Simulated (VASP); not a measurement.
Runs of VASP 6.6.1 on NiSb. The structure is that of space group P6_3/mmc (No. 194), or close to it. The cells are those of the table. 

| task | level | potentials or basis | spin | U | cell | k mesh | cutoff (eV) | smearing | LDAUTYPE | hund's J | gap on the mesh (eV) | pressure (GPa) |
| --- | --- | --- | --- | --- | --- | --- | --- | --- | --- | --- | --- | --- |
| single point | PBEsol+U | VASP PAW PBE potentials, release 64 (Ni, Sb) | off | Ni d U = 3.1 eV, J = 0.51 eV | a = 3.940, b = 3.940, c = 5.140 Å, angles 90.0, 90.0, 120.0°, 4 atoms | 2 × 2 × 2 | 600 | gaussian 0.1 eV | 1 | 0.51 | none | -3.8 |
| single point | PBE+U | VASP PAW PBE potentials, release 64 (Ni, Sb) | off | Ni d U = 7.7 eV | a = 3.940, b = 3.940, c = 5.140 Å, angles 90.0, 90.0, 120.0°, 4 atoms | 6 × 6 × 4 | 520 | gaussian 0.1 eV | - | - | none | (a) |
| single point | PBE | VASP PAW PBE potentials, release 64 (Ni, Sb) | off | - | a = 3.940, b = 3.940, c = 5.140 Å, angles 90.0, 90.0, 120.0°, 4 atoms | 2 × 2 × 2 | 520 | fermi-dirac 0.1 eV | - | - | none | 5.0 |
| single point | PBE | VASP PAW PBE potentials, release 64 (Ni, Sb) | off | - | a = 3.940, b = 3.940, c = 5.140 Å, angles 90.0, 90.0, 120.0°, 4 atoms | 3 × 3 × 2 | 600 | gaussian 0.1 eV | - | - | none | 4.8 |
| single point | BLYP | VASP PAW PBE potentials, release 64 (Ni, Sb) | off | - | a = 3.940, b = 3.940, c = 5.140 Å, angles 90.0, 90.0, 120.0°, 4 atoms | 6 × 6 × 4 | 520 | gaussian 0.1 eV | - | - | none | 10.5 |
| single point | BLYP | VASP PAW PBE potentials, release 64 (Ni, Sb) | collinear, zero start | - | a = 3.940, b = 3.940, c = 5.140 Å, angles 90.0, 90.0, 120.0°, 4 atoms | 3 × 3 × 1 | 600 | gaussian 0.1 eV | - | - | none | 8.8 |
| single point | LDA | VASP PAW LDA potentials, release 64 (Ni, Sb) | off | - | a = 3.940, b = 3.940, c = 5.140 Å, angles 90.0, 90.0, 120.0°, 4 atoms | 6 × 6 × 4 | 520 | gaussian 0.1 eV | - | - | none | (c) |
| single point | LDA+U | VASP PAW LDA potentials, release 64 (Ni, Sb) | off | Ni d U = 3.6 eV | a = 3.966, b = 3.966, c = 5.174 Å, angles 90.0, 90.0, 120.0°, 4 atoms | 3 × 3 × 2 | 600 | gaussian 0.1 eV | - | - | none | -9.3 |
| single point | PBEsol | VASP PAW PBE potentials, release 64 (Ni, Sb) | off | - | a = 3.940, b = 3.940, c = 5.140 Å, angles 90.0, 90.0, 120.0°, 4 atoms | 3 × 3 × 2 | 520 | methfessel-paxton 0.083 eV | - | - | none | (b) |
| relaxation of the atoms | PBE | VASP PAW PBE potentials, release 64 (Ni, Sb) | off | - | atoms relaxed from a = 3.940, b = 3.940, c = 5.140 Å, angles 90.0, 90.0, 120.0°, 4 atoms | 2 × 2 × 2 | 520 | fermi-dirac 0.1 eV | - | - | none | 5.1 |

Q: Fill in the values left out.

A: (a) -4.3; (b) -0.7; (c) -6.1.

Caveats: some runs use coarse meshes; spin-orbit coupling is left out, which moves the levels of the heavy elements; the PAW data sets were made with another functional, which shifts forces and pressure a little (at least some runs); U without spin polarisation on a metal has little footing (at least some runs); the U is typed as a test and isn't derived for this compound (at least some runs); the cell stands under tension (at least some runs); the cell stands under pressure (at least some runs); the relaxation stopped at its first step, so nothing moved (at least some runs).

A k mesh can miss the band edges, and the runs leave out spin-orbit coupling on Sb.

A gap of «none» marks levels without a gap at the run's occupations.
